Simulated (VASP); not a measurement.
**CdS: vibrations by perturbation theory with PBE**

The system is CdS.

```xyz
2
Lattice="0.0000 2.7532 2.7532 2.7532 0.0000 2.7532 2.7532 2.7532 0.0000" Properties=species:S:1:pos:R:3 pbc="T T T"
Cd    0.0000    0.0000    0.0000
S     2.7532    2.7532    2.7532
```

- Program: VASP 6.6.1
- Task: vibrations by perturbation theory
- Functional: PBE
- Potentials or basis: VASP PAW PBE potentials, release 64 (Cd, S)
- Cutoff: 520 eV
- k mesh: 6 × 6 × 6
- Occupations: fermi-dirac, width 0.05 eV
- Spin: no spin polarisation
- Dipole correction: no
- Further INCAR settings: ALGO = Normal; EDIFF = 1e-08; IBRION = 8; NSW = 1

* Highest phonon frequency at Γ, LO-TO splitting left out: 119 cm⁻¹

Phonon frequencies in cm⁻¹ (negative: imaginary):
```tsv
q point	frequencies
(0.000, 0.000, 0.000)	0 0 0 119 119 119
```

Wall time 38 s on 1 thread of Intel(R) Xeon(R) 6975P-C (Granite Rapids), with other jobs on the host, peak memory 0.2 GiB.
